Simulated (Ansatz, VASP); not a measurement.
## One calculation of Al3TeO4, two programs

The input INCAR:

```
  PREC = Accurate
  ENCUT = 600
  EDIFF = 1E-6
  ISMEAR = 0
  SIGMA = 0.1
  LREAL = F
  LASPH = T
  NELM = 100
  ALGO = Normal
  ISIF = 3
  LWAVE = F
  LCHARG = F
  GGA = PE
  IBRION = 2
  NSW = 100
  EDIFFG = -0.01
```

File KPOINTS:

```
Automatic mesh
0
Gamma
  8 8 8
```

The input POSCAR:

```
Al3TeO4
1.0
    4.8783681591      0.0000000000      0.0000000000
    0.0000000000      4.8783681591      0.0000000000
    0.0000000000      0.0000000000      4.8783681591
Al Te O
3 1 4
Direct
    0.5000000000      0.0000000000      0.0000000000
    0.0000000000      0.5000000000      0.0000000000
    0.0000000000      0.0000000000      0.5000000000
    0.0000000000      0.0000000000      0.0000000000
    0.0000000000      0.5000000000      0.5000000000
    0.5000000000      0.0000000000      0.5000000000
    0.5000000000      0.5000000000      0.0000000000
    0.5000000000      0.5000000000      0.5000000000
```

Input for Ansatz:

```yaml
crystal:
  lattice:
    - [4.8783681591, 0.0, 0.0]
    - [0.0, 4.8783681591, 0.0]
    - [0.0, 0.0, 4.8783681591]
  atoms:
    - { symbol: Al, position: [0.5, 0.0, 0.0] }
    - { symbol: Al, position: [0.0, 0.5, 0.0] }
    - { symbol: Al, position: [0.0, 0.0, 0.5] }
    - { symbol: Te, position: [0.0, 0.0, 0.0] }
    - { symbol: O, position: [0.0, 0.5, 0.5] }
    - { symbol: O, position: [0.5, 0.0, 0.5] }
    - { symbol: O, position: [0.5, 0.5, 0.0] }
    - { symbol: O, position: [0.5, 0.5, 0.5] }
basis:
  ecutwfc: 420
kpoints:
  mp_grid: { grid: [8, 8, 8] }
hamiltonian:
  xc: pbe
scf:
  occupations: { method: gaussian, width: 0.1 }
output:
  forces: true
  stress: true
  eigenvalues: true
  write_density: true
  write_potential: true
  elf: true
  volumetric_format: npy
relax:
  adjacent_minimum: "off"
  f_tol: 0.01
  max_steps: 80
  cell: { stress_tol: 0.05 }
```

Alike in both runs: task relaxation of cell and atoms; functional PBE; k mesh 8 × 8 × 8; occupations gaussian, width 0.1 eV; no spin polarisation.

|  | VASP | Ansatz |
| --- | --- | --- |
| version | VASP 6.6.1 | Ansatz 0.2.0 |
| potentials or method | VASP PAW PBE potentials, release 64 (Al, Te, O), cutoff 600 eV | scalar-relativistic, plane waves, PAW |
| valence electrons in the cell | 39 | 49 |

```tsv
	VASP	Ansatz	Ansatz less VASP
gap on the k mesh at the Fermi level, each at its own relaxed structure (eV)	none	none	-
relaxed volume (Å³/atom)	14.40	14.40	-0.003
relaxed cell length with the largest relative difference (Å)	4.866	4.866	-0.0004
```

A gap of «none» marks a metal or a gap that the smearing closes. VASP's potentials hold 39 valence electrons a cell and Ansatz's 49, so a difference there can come from the potentials and not from the codes.

Neither program's run includes spin-orbit coupling.
